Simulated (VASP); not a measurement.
Wanted: the native input for a VASP 6.6.1 run.

* Task: single point
* Functional: PBE
* Potentials or basis: VASP PAW PBE potentials, release 64 (Mg, Si, N)
* Cutoff: 520 eV
* k mesh: 6 × 6 × 4
* Occupations: gaussian, width 0.1 eV
* Spin: no spin polarisation
* Dipole correction: no
* Further INCAR settings: ALGO = Normal; EDIFF = 1e-06; NBANDS = 20

The structure of Mg2Si3N lies in POSCAR:

```
Mg2Si3N
1.0
    3.7127786100      0.0000000000      0.0000000000
   -1.8563893100      3.2153606000      0.0000000000
    0.0000000000      0.0000000000      7.3291148600
Mg Si N
2 3 1
Direct
    0.3333333300      0.6666666700      0.7520078400
    0.3333333300      0.6666666700      0.2479921600
    0.6666666700      0.3333333300      0.0000000000
    0.0000000000      0.0000000000      0.5000000000
    0.0000000000      0.0000000000      0.0000000000
    0.6666666700      0.3333333300      0.5000000000
```

These files were run (other wordings do the same):

INCAR

```
SYSTEM = Mg2Si3N
PREC = Accurate
ENCUT = 520
EDIFF = 1E-6
ISMEAR = 0
SIGMA = 0.1
LREAL = .False.
LASPH = .True.
NELM = 60
ALGO = Normal
ISIF = 2
LWAVE = .False.
LCHARG = .False.
GGA = PE
NBANDS = 20
```

KPOINTS

```
regular mesh
0
Gamma
  6 6 4
  0 0 0
```

Potentials or basis: VASP PAW PBE potentials, release 64 (Mg, Si, N).

Launch:

```console
$ cat potpaw_PBE.64/Mg/POTCAR potpaw_PBE.64/Si/POTCAR potpaw_PBE.64/N/POTCAR > POTCAR
$ mpirun -np 1 vasp_std > vasp.out
```

Results of the run:

```yaml
Pressure: 10.9 GPa
Largest_force: 0.860 eV/Å
```

Wall time 33 s on 1 thread of Intel(R) Xeon(R) Platinum 8488C (Sapphire Rapids), on a shared host, peak memory 0.2 GiB.
